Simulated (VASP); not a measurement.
Crystal: HfO2.

```
Hf O
1.0
     3.55802    0.00000    0.00000
     0.00000    3.55802    0.00000
     0.00000    0.00000    5.17186
Hf O
2 4
Direct
  0.00000 0.00000 0.00000
  0.50000 0.50000 0.50000
  0.00000 0.50000 0.19721
  0.50000 0.00000 0.30279
  0.50000 0.00000 0.80279
  0.00000 0.50000 0.69721
```

Base run:

* Program: VASP 6.6.1
* Functional: PBE
* Potentials or basis: VASP PAW PBE potentials, release 64 (Hf_pv, O)
* Cutoff: 520 eV
* k mesh: 8 × 8 × 5
* Occupations: gaussian, width 0.014 eV
* Spin: no spin polarisation

Its results: band gap on the k mesh 4.76 eV, indirect (least direct gap 4.83 eV); pressure 6.5 GPa; largest force 0.099 eV/Å.

Q: The run is repeated on the same cell with these changes: functional from PBE to PBEsol; occupations from gaussian, width 0.014 eV to fermi-dirac, width 0.05 eV. What comes out?

A: Band gap on the k mesh 4.64 eV, indirect (least direct gap 4.71 eV); pressure -1.4 GPa; largest force 0.062 eV/Å.

Caveats: spin-orbit coupling is left out, which moves the levels of the heavy elements; the PAW data sets were made with another functional, which shifts forces and pressure a little (some runs).

A k mesh can miss the band edges.
